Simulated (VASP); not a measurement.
# GaP2 (Pnnm) in VASP: further runs

GaP2 is run at these levels: PBE; tasks: relaxation of shape and atoms at fixed volume, single point.

All numbers are computed with VASP 6.6.1; they aren't measurements. Logs are shortened: lines on timing, memory, paths and dates and some standing lists are left out, and cuts for length are marked.

## Step 1: The cell of the first run

Symmetry: Pnnm, No. 58, orthorhombic system. The conventional cell has a = 4.859 Å, b = 5.953 Å, c = 3.481 Å, α = 90.00°, β = 90.00°, γ = 90.00°. Ga (site symmetry 2/m) has 6 P at 2.46 to 2.47 Å within 3.2 Å. Within 2.7 Å of P (site symmetry m) lie 1 P at 2.07 Å and 3 Ga at 2.46 to 2.47 Å.

## Step 2: Relaxation of shape and atoms at fixed volume, PBE (volume scaled by 0.91)

INCAR

```
PREC = Accurate ; ENCUT = 600
EDIFF = 1E-6 ; ISMEAR = 0
SIGMA = 0.1 ; LREAL = F
LASPH = T ; NELM = 60
ALGO = Normal ; ISIF = 4
LWAVE = F ; LCHARG = F
GGA = PE ; IBRION = 2
NSW = 50 ; EDIFFG = -0.01
```

KPOINTS

```
regular mesh
0
Gamma
  6 6 8
```

POSCAR

```
GaP2
1.0
    4.8585071676      0.0000000000      0.0000000000
    0.0000000000      5.9525396465      0.0000000000
    0.0000000000      0.0000000000      3.4809061355
Ga P
2 4
Direct
    0.5000000000      0.0000000000      0.5000000000
    0.0000000000      0.5000000000      0.0000000000
    0.1648231585      0.1096538504      0.0000000000
    0.8351768415      0.8903461496      0.0000000000
    0.6648231585      0.3903461496      0.5000000000
    0.3351768415      0.6096538504      0.5000000000
```

Potentials or basis: VASP PAW PBE potentials, release 64 (Ga_d, P).

Started as:

```bash
$ cat potpaw_PBE.64/Ga_d/POTCAR potpaw_PBE.64/P/POTCAR > POTCAR
$ mpirun -np 1 vasp_std > vasp.out
```

OUTCAR:

```text
PREC = Accurate
   ENCUT = 600
   EDIFF = 1E-6
   ISMEAR = 0
   LREAL = F
   LASPH = T
   NELM = 60
   ISIF = 4
   GGA = PE
   IBRION = 2
   NSW = 50
   EDIFFG = -0.01

 ion  position               nearest neighbor table
   1  0.500  0.000  0.500-   5 2.46   6 2.46   3 2.47   4 2.47   3 2.47   4 2.47
   2  0.000  0.500  0.000-   3 2.46   4 2.46   5 2.47   6 2.47   5 2.47   6 2.47
   3  0.165  0.110  0.000-   4 2.07   2 2.46   1 2.47   1 2.47
   4  0.835  0.890  0.000-   3 2.07   2 2.46   1 2.47   1 2.47
   5  0.665  0.390  0.500-   6 2.07   1 2.46   2 2.47   2 2.47
   6  0.335  0.610  0.500-   5 2.07   1 2.46   2 2.47   2 2.47

  LATTYP: Found a simple orthorhombic cell.
 ALAT       =     3.4809061355
 B/A-ratio  =     1.3957593162
 C/A-ratio  =     1.7100546280

  Lattice vectors:

 A1 = (   0.0000000000,   0.0000000000,   3.4809061355)
 A2 = (   4.8585071676,   0.0000000000,   0.0000000000)
 A3 = (   0.0000000000,   5.9525396465,   0.0000000000)

Analysis of symmetry for initial positions (statically):
=====================================================================
 Subroutine PRICEL returns:
 Original cell was already a primitive cell.

 Routine SETGRP: Setting up the symmetry group for a
 simple orthorhombic supercell.

 Subroutine GETGRP returns: Found  8 space group operations
 (whereof  4 operations were pure point group operations)
 out of a pool of  8 trial point group operations.

The static configuration has the point symmetry C_2h.
 The point group associated with its full space group is D_2h.

Analysis of symmetry for dynamics (positions and initial velocities):
=====================================================================
 Subroutine PRICEL returns:
 Original cell was already a primitive cell.

 Routine SETGRP: Setting up the symmetry group for a
 simple orthorhombic supercell.

 Subroutine GETGRP returns: Found  8 space group operations
 (whereof  4 operations were pure point group operations)
 out of a pool of  8 trial point group operations.

The dynamic configuration has the point symmetry C_2h.
 The point group associated with its full space group is D_2h.

 Subroutine INISYM returns: Found  8 space group operations
 (whereof  4 operations are pure point group operations),
 and found     1 'primitive' translations

----------------------------------------------------------------------------------------

                                     Primitive cell

  volume of cell :     100.6694

  direct lattice vectors                    reciprocal lattice vectors
     4.858507168  0.000000000  0.000000000     0.205824539  0.000000000  0.000000000
     0.000000000  5.952539647  0.000000000     0.000000000  0.167995521  0.000000000
     0.000000000  0.000000000  3.480906136     0.000000000  0.000000000  0.287281518

  length of vectors
     4.858507168  5.952539647  3.480906136     0.205824539  0.167995521  0.287281518

  position of ions in fractional coordinates (direct lattice)
     0.500000000  0.000000000  0.500000000
     0.000000000  0.500000000  0.000000000
     0.164823158  0.109653850  0.000000000
     0.835176842  0.890346150  0.000000000
     0.664823158  0.390346150  0.500000000
     0.335176842  0.609653850  0.500000000

  ion indices of the primitive-cell ions
   primitive index   ion index
                 1           1
                 2           2
                 3           3
                 4           4
                 5           5
                 6           6

----------------------------------------------------------------------------------------

 KPOINTS: regular mesh

Automatic generation of k-mesh.
 Grid dimensions read from file:
 generate k-points for:    6    6    8

 Generating k-lattice:

  Cartesian coordinates                     Fractional coordinates (reciprocal lattice)
     0.034304090  0.000000000  0.000000000     0.166666667  0.000000000  0.000000000
     0.000000000  0.027999254  0.000000000     0.000000000  0.166666667  0.000000000
     0.000000000  0.000000000  0.035910190     0.000000000  0.000000000  0.125000000

  Length of vectors
     0.034304090  0.027999254  0.035910190

  Shift w.r.t. Gamma in fractional coordinates (k-lattice)
     0.000000000  0.000000000  0.000000000

 Subroutine IBZKPT returns following result:
 ===========================================

 Found     80 irreducible k-points:

 Following reciprocal coordinates:
            Coordinates               Weight
  0.000000  0.000000  0.000000      1.000000
  0.166667  0.000000  0.000000      2.000000
  0.333333  0.000000  0.000000      2.000000
  0.500000  0.000000  0.000000      1.000000
  0.000000  0.166667  0.000000      2.000000
  0.166667  0.166667  0.000000      4.000000
[... 16 lines left out ...]
  0.333333  0.166667  0.125000      8.000000
  0.500000  0.166667  0.125000      4.000000
 [... further k-points ...]
   k-points           NKPTS =     80   k-points in BZ     NKDIM =     80   number of bands    NBANDS=     27
   number of dos      NEDOS =    301   number of ions     NIONS =      6
   total plane-waves  NPLWV =  53760
   dimension x,y,z NGX =    40 NGY =   48 NGZ =   28
   dimension x,y,z NGXF=    80 NGYF=   96 NGZF=   56
   ions per type =               2   4
   NGX,Y,Z   is equivalent  to a cutoff of  13.69, 13.41, 13.37 a.u.
   NGXF,Y,Z  is equivalent  to a cutoff of  27.37, 26.81, 26.75 a.u.
 SYSTEM =  unknown system
   PREC   = accura    normal or accurate (medium, high low for compatibility)
   ISTART =      0    job   : 0-new  1-cont  2-samecut
   ICHARG =      2    charge: 1-file 2-atom 10-const
   ISPIN  =      1    spin polarized calculation?
   LNONCOLLINEAR =      F non collinear calculations
   LSORBIT =      F    spin-orbit coupling
   LASPH  =      T    aspherical Exc in radial PAW
   ENCUT  =  600.0 eV  44.10 Ry    6.64 a.u.   9.70 11.89  6.95*2*pi/ulx,y,z
   NELM   =     60;   NELMIN=  2; NELMDL= -5     # of ELM steps
   EDIFF  = 0.1E-05   stopping-criterion for ELM
   LREAL  =      F    real-space projection
   EDIFFG = -.1E-01   stopping-criterion for IOM
   NSW    =     50    number of steps for IOM
   IBRION =      2    ionic relax: 0-MD 1-quasi-New 2-CG
   NFREE  =      1    steps in history (QN), initial steepest desc. (CG)
   ISIF   =      4    stress and relaxation
   ISYM   =      2    0-nonsym 1-usesym 2-fastsym
   POTIM  = 0.5000    time-step for ionic-motion
   TEBEG  =    0.0;   TEEND  =   0.0 temperature during run
   PSTRESS=    0.0 pullay stress
   NELECT =      46.0000    total number of electrons
   NUPDOWN=      -1.0000    fix difference up-down
   EMIN   =  10.00;   EMAX   =-10.00  energy-range for DOS
   EFERMI =   0.00;   METHOD = LEGACY
   ISMEAR =     0;   SIGMA  =   0.10  broadening in eV -4-tet -1-fermi 0-gaus
   EFERMI_NEDOS =   21; number of points for ismear=-14 and -15
   IALGO  =     38    algorithm
   IMIX   =      4    mixing-type and parameters
     AMIX     =   0.40;   BMIX     =  1.00
     AMIX_MAG =   1.60;   BMIX_MAG =  1.00
  volume/ion in A,a.u.               =      16.78       113.23
  Fermi-wavevector in a.u.,A,eV,Ry     =   1.260942  2.382834 21.632904  1.589974
  Thomas-Fermi vector in A             =   2.394426
   LORBIT       =      0    0 simple, 1 ext, 2 COOP (PROOUT), +10 PAW based schemes
   GGA     = PE    functional components
   LHFCALC =     F    Hartree Fock is set to
   AEXX    =    0.0000 exact exchange contribution
   IVDW    =     0    specifies the selected vdW correction
   LEPSILON=     F    determine dielectric tensor
   LRPA    =     F    only Hartree local field effects (RPA)
 conjugate gradient relaxation of ions
 non-spin polarized calculation
 Gauss-broadening in eV      SIGMA  =   0.10
  energy-cutoff  :      600.00
  volume of cell :      100.67
 maximum number of plane-waves:      3394
 NGX is ok and might be reduce to    40
   NGX = 19   NGY = 23   NGZ = 13

--------------------------------------- Ionic step        1  -------------------------------------------

 number of electron      45.9999980 magnetization

 Free energy of the ion-electron system (eV)
  ---------------------------------------------------
  ext. energy  EPLUGINS =         0.00000000
  ---------------------------------------------------
  free energy    TOTEN  =       -27.28239234 eV

  energy without entropy =      -27.27865017  energy(sigma->0) =      -27.28052125

------------------------ aborting loop because EDIFF is reached ----------------------------------------

  FORCE on cell =-STRESS in cart. coord.  units (eV):
  Direction    XX          YY          ZZ          XY          YZ          ZX
  --------------------------------------------------------------------------------------
  -------------------------------------------------------------------------------------
  Total        5.9143613      5.5694519      5.0162356     -0.0000000      0.0000000      0.0000000
  in kB       94.1284653     88.6391499     79.8345806     -0.0000000      0.0000000      0.0000000
  external PRESSURE =      87.5340653 kB  Pullay stress =       0.0000000 kB
[... 185 lines left out ...]
  energy  without entropy=      -27.2828396025  energy(sigma->0) =      -27.28444110

--------------------------------------- Ionic step        6  -------------------------------------------

 number of electron      45.9999973 magnetization

 Free energy of the ion-electron system (eV)
  ---------------------------------------------------
  ext. energy  EPLUGINS =         0.00000000
  ---------------------------------------------------
  free energy    TOTEN  =       -27.28609153 eV

  energy without entropy =      -27.28296142  energy(sigma->0) =      -27.28452648

 E-fermi :   6.8584     XC(G=0): -10.8201

 val. band max:        6.8448348955   @ k =   0.0000   0.0000   0.2500
 cond. band min:       6.8895025676   @ k =   0.3333   0.1667   0.0000
 fundamental gap:      0.0446676721
 Fermi energy:         6.8583711230

 k-point     1 :       0.0000    0.0000    0.0000
  band No.  band energies     occupation
      1      -8.1061      2.00000
      2      -7.9536      2.00000
      3      -7.9024      2.00000
      4      -7.8971      2.00000
      5      -7.8701      2.00000
      6      -7.8395      2.00000
[... 709 lines left out ...]
     26      10.1882      0.00000
     27      10.5608      0.00000

 [... further k-points ...]

------------------------ aborting loop because EDIFF is reached ----------------------------------------

  FORCE on cell =-STRESS in cart. coord.  units (eV):
  Direction    XX          YY          ZZ          XY          YZ          ZX
  --------------------------------------------------------------------------------------
  -------------------------------------------------------------------------------------
  Total        5.2068505      5.2177879      5.2075427      0.0000000      0.0000000      0.0000000
  in kB       82.8682633     83.0423341     82.8792787      0.0000000      0.0000000      0.0000000
  external PRESSURE =      82.9299587 kB  Pullay stress =       0.0000000 kB
[... 21 lines left out ...]
  FREE ENERGIE OF THE ION-ELECTRON SYSTEM (eV)
  ---------------------------------------------------
  free  energy   TOTEN  =       -27.2860915286 eV

  energy  without entropy=      -27.2829614246  energy(sigma->0) =      -27.28452648

 reached required accuracy - stopping structural energy minimisation
```

Wall time 20 min (1 thread of AMD EPYC 7R13, shared host); peak memory 0.34 GiB.

Results:

| Item | Value |
| --- | --- |
| Free energy | -27.2861 eV |
| Energy gained by relaxing | 0.6 meV/atom |
| Ionic steps | 6 |
| Pressure after relaxing | 8.3 GPa |
| Largest force after relaxing | 0.004 eV/Å |
| Band gap on the k mesh | zero (band 23 reaches 8.98 eV, above the bottom of band 24 at 4.94 eV) |

Forces on the atoms (eV/Å):
```
Ga   0.000  0.000  0.000
Ga   0.000  0.000  0.000
P    0.002  0.003  0.000
P   -0.002 -0.003  0.000
P    0.002 -0.003  0.000
P   -0.002  0.003  0.000
```

The path:
| step | energy change (eV) | largest force (eV/Å) | pressure (GPa) | volume (Å³) |
| --- | --- | --- | --- | --- |
| 1 | 0.0000 | 0.1717 | 8.75 | 100.67 |
| 2 | -0.0016 | 0.1607 | 8.21 | 100.67 |
| 3 | -0.0027 | 0.0512 | 8.42 | 100.67 |
| 4 | -0.0032 | 0.0347 | 8.35 | 100.67 |
| 5 | -0.0037 | 0.0091 | 8.29 | 100.67 |
| 6 | -0.0037 | 0.0037 | 8.29 | 100.67 |

Final structure:
```cif
data_structure
_symmetry_space_group_name_H-M 'P 1'
_symmetry_Int_Tables_number 1
_cell_length_a 4.8811
_cell_length_b 5.9615
_cell_length_c 3.4596
_cell_angle_alpha 90.000
_cell_angle_beta 90.000
_cell_angle_gamma 90.000
_cell_volume 100.67
loop_
_atom_site_label
_atom_site_type_symbol
_atom_site_fract_x
_atom_site_fract_y
_atom_site_fract_z
_atom_site_occupancy
Ga1 Ga 0.50000 0.00000 0.50000 1
Ga2 Ga 0.00000 0.50000 0.00000 1
P1 P 0.16420 0.11075 0.00000 1
P2 P 0.83580 0.88925 0.00000 1
P3 P 0.66420 0.38925 0.50000 1
P4 P 0.33580 0.61075 0.50000 1
```

Levels at points of the mesh, in eV from the Fermi level:
| k point | band 20 | band 21 | band 22 | band 23 | band 24 | band 25 | band 26 | band 27 |
| --- | --- | --- | --- | --- | --- | --- | --- | --- |
| (0.00, 0.00, 0.00) | -2.54 | -0.46 | 0.78 | 1.78 | 2.21 | 2.65 | 3.31 | 4.03 |
| (0.50, 0.00, 0.00) | -1.14 | -0.23 | -0.23 | 0.85 | 0.85 | 2.90 | 2.90 | 3.50 |
| (0.00, 0.50, 0.00) | -1.75 | -1.34 | -1.34 | 2.07 | 2.07 | 2.24 | 2.24 | 4.07 |
| (0.50, 0.50, 0.00) | -1.50 | -0.72 | -0.72 | 0.07 | 0.07 | 1.87 | 1.87 | 4.33 |
| (0.00, 0.00, 0.50) | -3.89 | -1.76 | -1.76 | -1.52 | -1.52 | 1.61 | 1.61 | 2.21 |
| (0.50, 0.00, 0.50) | -4.18 | -2.99 | -2.99 | 0.90 | 0.90 | 4.01 | 4.01 | 4.71 |
| (0.00, 0.50, 0.50) | -2.98 | -2.34 | -2.34 | -1.92 | -1.92 | 0.46 | 0.46 | 4.84 |
| (0.50, 0.50, 0.50) | -2.60 | -1.17 | -1.17 | -0.21 | -0.21 | 1.84 | 1.84 | 4.64 |

Caveat: the cell differs from its parent crystal (volume scaled by 0.91).

## Step 3: Single point, PBE

This run uses another cell than the first one, of 18.44 Å³/atom, 1.099 times its volume.

INCAR

```
SYSTEM = GaP2
PREC = Accurate
ENCUT = 520
EDIFF = 1E-6
ISMEAR = 0
SIGMA = 0.1
LREAL = .False.
LASPH = .True.
NELM = 100
ALGO = Normal
ISIF = 2
LWAVE = .False.
LCHARG = .False.
GGA = PE
NBANDS = 32
```

KPOINTS

```
Automatic mesh
0
Gamma
  6 6 8
  0 0 0
```

POSCAR

```
GaP2
1.0
    4.9595070102      0.0000000000      0.0000000000
    0.0000000000      6.1262194248      0.0000000000
    0.0000000000      0.0000000000      3.6415946638
Ga P
2 4
Direct
    0.5000000000      0.5000000000      0.5000000000
    0.0000000000      0.0000000000      0.0000000000
    0.3341397689      0.8931848784      0.5000000000
    0.6658602311      0.1068151216      0.5000000000
    0.8341397689      0.6068151216      0.0000000000
    0.1658602311      0.3931848784      0.0000000000
```

Potentials or basis: VASP PAW PBE potentials, release 64 (Ga_d, P).

Started as:

```bash
$ cat potpaw_PBE.64/Ga_d/POTCAR potpaw_PBE.64/P/POTCAR > POTCAR
$ mpirun -np 1 vasp_std > vasp.out
```

It took 3.2 min on 1 thread of Intel Xeon Platinum 8259CL at 2.50GHz (Skylake/Cascade Lake), shared host; peak memory 0.36 GiB.

The run converged. Its results:

```
Free energy            : -27.5224 eV
Pressure               : -0.1 GPa
Largest force          : 0.055 eV/Å
Band gap on the k mesh : zero (band 23 reaches 7.69 eV, above the bottom of band 24 at 4.11 eV)
```

Forces in eV/Å, atoms in the order of the input:
```
Ga   0.000  0.000  0.000
Ga   0.000  0.000  0.000
P    0.045  0.031  0.000
P   -0.045 -0.031  0.000
P    0.045 -0.031  0.000
P   -0.045  0.031  0.000
```

Stress tensor (GPa, compression positive):
```
-0.16  0.00  0.00
 0.00 -0.11  0.00
 0.00  0.00  0.04
```

Levels at points of the mesh, in eV from the Fermi level:
| k point | band 20 | band 21 | band 22 | band 23 | band 24 | band 25 | band 26 | band 27 |
| --- | --- | --- | --- | --- | --- | --- | --- | --- |
| (0.00, 0.00, 0.00) | -2.66 | -0.80 | 0.70 | 1.48 | 1.85 | 2.51 | 3.05 | 3.17 |
| (0.50, 0.00, 0.00) | -1.33 | -0.40 | -0.40 | 0.48 | 0.48 | 2.55 | 2.55 | 3.20 |
| (0.00, 0.50, 0.00) | -1.94 | -1.38 | -1.38 | 1.87 | 1.87 | 1.93 | 1.93 | 3.94 |
| (0.50, 0.50, 0.00) | -1.19 | -0.97 | -0.97 | -0.17 | -0.17 | 1.57 | 1.57 | 4.11 |
| (0.00, 0.00, 0.50) | -3.53 | -1.56 | -1.56 | -1.35 | -1.35 | 1.54 | 1.54 | 2.44 |
| (0.50, 0.00, 0.50) | -3.84 | -2.79 | -2.79 | 0.93 | 0.93 | 3.98 | 3.98 | 4.42 |
| (0.00, 0.50, 0.50) | -2.58 | -2.05 | -2.05 | -1.71 | -1.71 | 0.36 | 0.36 | 4.68 |
| (0.50, 0.50, 0.50) | -2.45 | -1.29 | -1.29 | -0.15 | -0.15 | 1.88 | 1.88 | 4.60 |

[end of part 1 of 2]
